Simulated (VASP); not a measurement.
A run of VASP 6.6.1 is set up as follows.

The input INCAR:

```
SYSTEM = Br
ALGO = Normal
EDIFF = 1E-6
ENCUT = 520
GGA = RE
ISIF = 2
ISMEAR = -1
LASPH = .TRUE.
LCHARG = .TRUE.
LELF = .TRUE.
LREAL = .FALSE.
LVHAR = .TRUE.
LWAVE = .FALSE.
NBANDS = 22
NELM = 100
PREC = Accurate
SIGMA = 0.05
```

File KPOINTS:

```
k-points
0
G
  7 7 4
  0 0 0
```

File POSCAR:

```
Br
1.0
    5.2854673608     -2.3583810175      0.0000000000
    5.2854673608      2.3583810175      0.0000000000
    0.0000000000      0.0000000000      8.9701870251
Br
4
Direct
    0.8766682431      0.1233317569      0.1143950239
    0.6233317569      0.3766682431      0.6143950239
    0.1233317569      0.8766682431      0.8856049761
    0.3766682431      0.6233317569      0.3856049761
```

Potentials or basis: VASP PAW PBE potentials, release 64 (Br).

Run with:

```sh
$ cat potpaw_PBE.64/Br/POTCAR > POTCAR
$ mpirun -np 1 vasp_std > vasp.out
```

(1) Estimate the pressure.

(2) Estimate the largest force.

(3) What does it give for the band gap on the k mesh?

Results:

(1) 0.0 GPa.

(2) 0.004 eV/Å.

(3) 1.61 eV.

Caveat: this functional lacks dispersion, which holds the molecules together, so the pressure and a relaxed volume are unreliable; the PAW data sets were made with another functional, which shifts forces and pressure a little; an odd mesh through Γ misses points on the zone boundary, where band edges can lie.
